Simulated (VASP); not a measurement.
A run of VASP 6.6.1:

Contents of INCAR:

```
SYSTEM = Nd2Y2Cl
ALGO = Normal
EDIFF = 1E-7
EDIFFG = -0.08
ENCUT = 500
GGA = PE
GGA_COMPAT = .False.
IBRION = 2
ISIF = 3
ISMEAR = 0
LASPH = .True.
LCHARG = .False.
LMAXMIX = 6
LREAL = .False.
LWAVE = .False.
NELM = 200
NELMIN = 4
NSW = 36
PREC = Accurate
SIGMA = 0.2
```

KPOINTS

```
k-points
0
Gamma
  4 4 2
  0 0 0
```

The input POSCAR:

```
Nd2Y2Cl
1.0
    4.9383684100      0.0000000000      0.0000000000
   -2.4691842000      4.2767524900      0.0000000000
    0.0000000000      0.0000000000      7.4648928000
Nd Y Cl
2 2 1
Direct
    0.0000000000      0.0000000000      0.8049437500
    0.0000000000      0.0000000000      0.1950562500
    0.3333333300      0.6666666700      0.0000000000
    0.6666666700      0.3333333300      0.0000000000
    0.0000000000      0.0000000000      0.5000000000
```

Potentials or basis: VASP PAW PBE potentials, release 64 (Nd_3, Y_sv, Cl), 4f in core.

The run is started by

```bash
$ cat potpaw_PBE.64/Nd_3/POTCAR potpaw_PBE.64/Y_sv/POTCAR potpaw_PBE.64/Cl/POTCAR > POTCAR
$ mpirun -np 1 vasp_std > vasp.out
```

Hardware: 1 thread of Intel(R) Xeon(R) 6975P-C (Granite Rapids), with other jobs on the host.

How long does it take, and how much memory?

Wall time 15 min on 1 thread of Intel(R) Xeon(R) 6975P-C (Granite Rapids), on a shared host, peak memory 0.29 GiB. Counts: scf iterations 211, k points 8, ion steps 12.
